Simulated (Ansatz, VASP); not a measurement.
One calculation of Al, two programs

INCAR

```
SYSTEM = Al
  PREC = Accurate
  ENCUT = 520
  EDIFF = 1E-6
  ISMEAR = 0
  SIGMA = 0.15
  LREAL = .False.
  LASPH = .True.
  NELM = 60
  ALGO = Normal
  ISIF = 2
  LWAVE = .False.
  LCHARG = .False.
  GGA = PS
  IVDW = 12
  NBANDS = 14
```

Contents of KPOINTS:

```
regular mesh
0
Gamma
  18 18 6
  0 0 0
```

Contents of POSCAR:

```
Al
1.0
    2.7422480772      0.0000000000      0.0000000000
   -1.3711240386      2.3748564984      0.0000000000
    0.0000000000      0.0000000000      8.8212636148
Al
4
Direct
    0.0000000000      0.0000000000      0.0000000000
    0.3333333333      0.6666666667      0.2500000000
    0.0000000000      0.0000000000      0.5000000000
    0.6666666667      0.3333333333      0.7500000000
```

Input for Ansatz:

```yaml
crystal:
  lattice:
    - [2.7422480772, 0.0, 0.0]
    - [-1.3711240386, 2.3748564984, 0.0]
    - [0.0, 0.0, 8.8212636148]
  atoms:
    - { symbol: Al, position: [0.0, 0.0, 0.0] }
    - { symbol: Al, position: [0.3333333333, 0.6666666667, 0.25] }
    - { symbol: Al, position: [0.0, 0.0, 0.5] }
    - { symbol: Al, position: [0.6666666667, 0.3333333333, 0.75] }
basis:
  ecutwfc: 420
kpoints:
  mp_grid: { grid: [18, 18, 6] }
hamiltonian:
  xc: pbesol
  pseudopotentials: { kind: paw, azcp: { folder: soft_1 } }
  dispersion: d3bj
scf:
  occupations: { method: gaussian, width: 0.15 }
output:
  forces: true
  stress: true
  eigenvalues: true
```

Alike in both runs: task single point; functional PBEsol; dispersion D3(BJ); k mesh 18 × 18 × 6; occupations gaussian, width 0.15 eV; no spin polarisation.

|  | VASP | Ansatz |
| --- | --- | --- |
| version | VASP 6.6.1 | Ansatz 0.2.0 |
| potentials or method | VASP PAW PBE potentials, release 64 (Al), cutoff 520 eV | scalar-relativistic, plane waves, PAW |
| valence electrons in the cell | 12 | 12 |

|  | VASP | Ansatz | Ansatz less VASP |
| --- | --- | --- | --- |
| gap on the k mesh at the Fermi level (eV) | none | none | - |
| pressure (GPa) | 9.1 | 9.0 | -0.15 |
| traceless stress, the component that is largest in VASP (GPa) | 1.90 | 1.89 | -0.009 |

VASP's potentials were made for PBE, not for PBEsol, and Ansatz warns of the same on its side. A gap of «none» marks a metal or a gap that the smearing closes.
